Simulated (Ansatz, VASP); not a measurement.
## Two plane-wave programs on Be5Ir

```
Be Ir
1.0
     4.19881    0.00000    0.00000
    -2.09941    3.63628    0.00000
     0.00000    0.00000    3.46039
Be Ir
5 1
Cartesian
  0.0000 2.4242 0.0000
  2.0994 1.2121 0.0000
  2.0994 0.0000 1.7302
  1.0497 1.8181 1.7302
  -1.0497 1.8181 1.7302
  0.0000 0.0000 0.0000
```

Change from the starting cell: species swapped into the ErCo5 type (P6/mmm, No. 191).

Alike in both runs: functional PBE; k mesh 12 × 12 × 12; occupations gaussian, width 0.1 eV; no spin polarisation.

Ansatz relaxed the structure, and its values are those at the end. VASP's run is a single point on that final structure, the one shown.

```csv
,VASP,Ansatz
version,VASP 6.6.1,Ansatz 0.2.0
potentials or method,"VASP PAW PBE potentials, release 64 (Be, Ir), cutoff 520 eV","scalar-relativistic, plane waves, PAW"
valence electrons in the cell,19,27
```

Ansatz gave:

| Property | Result |
| --- | --- |
| gap on the k mesh at the Fermi level (eV) | none |
| pressure (GPa) | 0.0 |

Q: Which values does VASP return?

A: gap on the k mesh at the Fermi level (eV): none; pressure (GPa): 0.2.

A gap of «none» marks a metal or a gap that the smearing closes. VASP's potentials hold 19 valence electrons a cell and Ansatz's 27, so a difference there can come from the potentials and not from the codes.

Spin-orbit coupling is off throughout.
